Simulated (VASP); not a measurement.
Write the native input for VASP 6.6.1 that does the following.

| Property | Result |
| --- | --- |
| Task | single point |
| Functional | LDA |
| Potentials or basis | VASP PAW LDA potentials, release 64 (V_sv) |
| Cutoff | 520 eV |
| k mesh | 17 × 17 × 14 |
| Occupations | fermi-dirac, width 0.1 eV |
| Spin | no spin polarisation |
| Dipole correction | no |
| Further INCAR settings | ALGO = Normal; EDIFF = 1e-07; NBANDS = 20 |

The structure of V lies in POSCAR:

```
V
1.0
   -3.0189465758      3.0189236375      1.1417112561
    3.0189236375     -3.0189465758      1.1417112561
    1.6946875919      1.6946875919     -1.1417532676
V
2
Direct
    0.0000074908      0.9999925092      1.0000000000
    0.7499925092      0.2500074908      0.5000000000
```

This cell differs from its parent crystal: volume scaled by 0.92.

The input as run:

INCAR

```
PREC     = Accurate       # precision mode
ENCUT    = 520            # plane-wave cutoff, eV
EDIFF    = 1E-7           # SCF threshold, eV
ISMEAR   = -1             # smearing method
SIGMA    = 0.1            # smearing width, eV
LREAL    = F              # projectors in reciprocal space
LASPH    = T              # aspherical terms in the spheres
NELM     = 60             # most SCF steps
ALGO     = Normal         # electronic algorithm
ISIF     = 2              # what is computed and relaxed
LWAVE    = F              # write WAVECAR
LCHARG   = T              # write CHGCAR
LELF     = T              # ELF
LVHAR    = T            
NBANDS   = 20             # bands
```

KPOINTS

```
regular mesh
0
Gamma
  17 17 14
```

Potentials or basis: VASP PAW LDA potentials, release 64 (V_sv).

Launch:

```bash
$ cat potpaw_LDA.64/V_sv/POTCAR > POTCAR
$ mpirun -np 1 vasp_std > vasp.out
```

It gave:

```
Pressure               : 20.9 GPa
Band gap on the k mesh : zero (band 13 reaches 13.09 eV, above the bottom of band 14 at 10.33 eV)
```

Run time: 8.7 min on 1 thread of Intel(R) Xeon(R) Platinum 8259CL CPU @ 2.50GHz (Skylake/Cascade Lake), with other jobs on the host, peak memory 0.48 GiB.
